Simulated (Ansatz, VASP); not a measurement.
# AlGa3N4: VASP beside Ansatz

Contents of INCAR:

```
ALGO     = Normal         # electronic algorithm
EDIFF    = 1E-6           # SCF threshold, eV
ENCUT    = 520            # plane-wave cutoff, eV
GGA      = PS             # functional
ISIF     = 2              # what is computed and relaxed
ISMEAR   = 0              # smearing method
LASPH    = True           # aspherical terms in the spheres
LCHARG   = False          # write CHGCAR
LREAL    = False          # projectors in reciprocal space
LWAVE    = False          # write WAVECAR
NBANDS   = 41             # bands
NELM     = 60             # most SCF steps
PREC     = Accurate       # precision mode
SIGMA    = 0.05           # smearing width, eV
```

The input KPOINTS:

```
k-points
0
Gamma
  6 8 6
```

The input POSCAR:

```
AlGa3N4
1.0
    4.9880806634      0.0000000000      0.0001233252
    0.0000000000      3.0700352566      0.0000000000
   -0.0034781191      0.0000000000      5.5606715498
Al Ga N
1 3 4
Direct
    0.0006034227      0.5000000000      0.6673576245
    0.4991167030      0.5000000000      0.3349195796
    0.4990273845      0.0000000000      0.8315570005
    0.9998617813      0.0000000000      0.1661805284
    0.1196687538      0.5000000000      0.3400974154
    0.1176459792      0.0000000000      0.8263760592
    0.6204436392      0.0000000000      0.1662162869
    0.6312323464      0.5000000000      0.6672965055
```

Input for Ansatz:

```yaml
crystal:
  lattice:
    - [4.9880806634, 0.0, 0.0001233252]
    - [0.0, 3.0700352566, 0.0]
    - [-0.0034781191, 0.0, 5.5606715498]
  atoms:
    - { symbol: Al, position: [0.0006034227, 0.5, 0.6673576245] }
    - { symbol: Ga, position: [0.499116703, 0.5, 0.3349195796] }
    - { symbol: Ga, position: [0.4990273845, 0.0, 0.8315570005] }
    - { symbol: Ga, position: [0.9998617813, 0.0, 0.1661805284] }
    - { symbol: "N", position: [0.1196687538, 0.5, 0.3400974154] }
    - { symbol: "N", position: [0.1176459792, 0.0, 0.8263760592] }
    - { symbol: "N", position: [0.6204436392, 0.0, 0.1662162869] }
    - { symbol: "N", position: [0.6312323464, 0.5, 0.6672965055] }
basis:
  ecutwfc: 420
kpoints:
  mp_grid: { grid: [6, 8, 6] }
hamiltonian:
  xc: pbesol
scf:
  occupations: { method: gaussian, width: 0.05 }
output:
  forces: true
  stress: true
  eigenvalues: true
```

Change from the starting cell: strain -0.030 along x and y, +0.015 along z, atoms carried along.

Alike in both runs: task single point; functional PBEsol; k mesh 6 × 8 × 6; occupations gaussian, width 0.05 eV; no spin polarisation.

```csv
,VASP,Ansatz
version,VASP 6.6.1,Ansatz 0.2.0
potentials or method,"VASP PAW PBE potentials, release 64 (Al, Ga_d, N), cutoff 520 eV","scalar-relativistic, plane waves, PAW"
valence electrons in the cell,62,62
```

|  | VASP | Ansatz | Ansatz less VASP |
| --- | --- | --- | --- |
| gap on the k mesh at the Fermi level (eV) | 2.61 | 2.59 | -0.020 |
| least direct gap on the mesh (eV) | 2.61 | 2.59 | -0.020 |
| pressure (GPa) | 10.0 | 10.1 | +0.13 |
| traceless stress, the component that is largest in VASP (GPa) | -11.08 | -11.04 | +0.045 |
| rms of the force components (eV/Å) | 0.310 | 0.313 | +0.0031 |

VASP's potentials were made for PBE, not for PBEsol. Atom by atom the forces differ by 0.008 eV/Å (rms over components). The functional is the same, so the differences come from potentials, cutoffs and numerics.
